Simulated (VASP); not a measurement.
The system is Mg7Se.

```
Mg Se
1.0
    -4.03385    4.03385    2.68864
     4.03385   -4.03385    2.68864
     4.03385    4.03385   -2.68864
Mg Se
7 1
Cartesian
  -1.6521 2.3817 1.3443
  1.6521 5.6860 1.3443
  5.6860 -1.6521 1.3443
  2.3817 1.6521 1.3443
  0.0000 4.0339 0.0000
  4.0339 0.0000 0.0000
  0.0000 0.0000 2.6886
  0.0000 0.0000 0.0000
```

The cell was built from a structure type or drawn by symmetry, and may not be a known phase.

| Quantity | Value |
| --- | --- |
| Program | VASP 6.6.1 |
| Task | relaxation of cell and atoms |
| Functional | PBE |
| Potentials or basis | VASP PAW PBE potentials, release 64 (Mg, Se) |
| Cutoff | 600 eV |
| k mesh | 4 × 4 × 4 |
| Occupations | gaussian, width 0.2 eV |
| Spin | no spin polarisation |

At the start: pressure 6.7 GPa; volume 21.87 Å³/atom.

Q: Where does the relaxation end?

A: Over 11 steps the energy falls by 260.9 meV/atom and the volume is 22.56 Å³/atom (+3.1 %); space group I422 (No. 97, to 0.1 Å) before, I4/mmm (No. 139, to 0.1 Å).

The path:
```
step  energy change (eV)  largest force (eV/Å)  pressure (GPa)  volume (Å³)
   1              0.0000                1.4340            6.67       175.00
   2             -1.0159                0.9592           -0.08       198.86
   3             -1.0848                0.7844           -1.98       209.93
   4             -1.0861                0.8096           -1.72       208.21
   5             -1.3176                0.7402           -1.52       203.08
   6             -1.8534                0.5151           -0.39       187.91
   7             -1.6074                0.3756            6.38       158.66
   8             -2.0012                0.3510            1.18       177.39
   9             -2.0119                0.2383            1.99       173.29
  10             -2.0772                0.0702           -0.44       183.33
  11             -2.0871                0.0078            0.15       180.51
```

Final structure:
```xyz
8
Lattice="-3.7720 3.7720 3.1718 3.7720 -3.7720 3.1718 3.7720 3.7720 -3.1718" Properties=species:S:1:pos:R:3 pbc="T T T"
Mg   -1.8841    1.8879    1.5859
Mg    1.8841    5.6560    1.5859
Mg    5.6560   -1.8841    1.5859
Mg    1.8879    1.8841    1.5859
Mg    0.0000    3.7720    0.0000
Mg    3.7720    0.0000    0.0000
Mg    0.0000    0.0000    3.1718
Se    0.0000    0.0000    0.0000
```
